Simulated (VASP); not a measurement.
Set up this calculation in VASP 6.6.1, as the native input.

| Item | Value |
| --- | --- |
| Task | single point |
| Functional | PBEsol |
| Potentials or basis | VASP PAW PBE potentials, release 64 (Si, C) |
| Cutoff | 600 eV |
| k mesh | 10 × 10 × 10 |
| Occupations | gaussian, width 0.05 eV |
| Spin | no spin polarisation |
| Dipole correction | no |
| Further INCAR settings | ALGO = Normal; EDIFF = 1e-06; NBANDS = 11 |

The structure of SiC lies in POSCAR:

```
SiC
1.0
    0.0000000000      2.2328544342      2.2328544342
    2.2328544342      0.0000000000      2.2328544342
    2.2328544342      2.2328544342      0.0000000000
Si C
1 1
Direct
    0.0000000000      0.0000000000      0.0000000000
    0.7500000000      0.7500000000      0.7500000000
```

These files were run (other wordings do the same):

INCAR

```
PREC = Accurate
ENCUT = 600
EDIFF = 1E-6
ISMEAR = 0
SIGMA = 0.05
LREAL = F
LASPH = T
NELM = 120
ALGO = Normal
ISIF = 2
LWAVE = F
LCHARG = F
GGA = PS
NBANDS = 11
GGA_COMPAT = F
```

KPOINTS

```
Automatic mesh
0
Gamma
  10 10 10
```

Potentials or basis: VASP PAW PBE potentials, release 64 (Si, C).

Run with:

```bash
$ cat potpaw_PBE.64/Si/POTCAR potpaw_PBE.64/C/POTCAR > POTCAR
$ mpirun -np 1 vasp_std > vasp.out
```

It gave:

```json
{
  "Pressure": "-14.0 GPa",
  "Band gap on the k mesh": "1.30 eV (least direct gap 4.36 eV)"
}
```

Caveat: the cell stands under tension; the PAW data sets were made with another functional, which shifts forces and pressure a little.

Wall time 28 s on 1 thread of Intel Xeon 8259CL, with other jobs on the host, peak memory 0.15 GiB.
